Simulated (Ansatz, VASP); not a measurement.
## One calculation of CoNiO2, two programs

```
Ni Co O
1.0
     2.95280    0.00000    0.00000
     0.00000    2.95280    0.00000
     0.00000    0.00000    4.13609
Ni Co O
1 1 2
Direct
  0.00000 0.00000 0.00000
  0.50000 0.50000 0.50000
  0.00000 0.00000 0.50000
  0.50000 0.50000 0.00000
```

Change from the starting cell: volume scaled by 0.94.

Alike in both runs: task single point; functional PBEsol; k mesh 9 × 9 × 6; occupations fermi-dirac, width 0.05 eV; collinear spin.

|  | VASP | Ansatz |
| --- | --- | --- |
| version | VASP 6.6.1 | Ansatz 0.2.0 |
| potentials or method | VASP PAW PBE potentials, release 64 (Ni, Co, O), cutoff 520 eV | all-electron LAPW, scalar-relativistic |

VASP gave:

| Property | Result |
| --- | --- |
| gap on the k mesh at the Fermi level (eV) | none |
| pressure (GPa) | -5.3 |
| traceless stress, the component that is largest in VASP (GPa) | 0.78 |
| net moment per atom (μB) | 0.84 |
| size of the moment on the site where the two differ most (μB) | 0.74 |

Estimate Ansatz's values.

gap on the k mesh at the Fermi level (eV): none; pressure (GPa): -4.8; traceless stress, the component that is largest in VASP (GPa): 1.17; net moment per atom (μB): 0.87; size of the moment on the site where the two differ most (μB): 0.80.

VASP's potentials were made for PBE, not for PBEsol. Site moments also hang on the region over which each program counts them. A gap of «none» marks a metal or a gap that the smearing closes. Ansatz ran all-electron here, and VASP with PAW potentials.
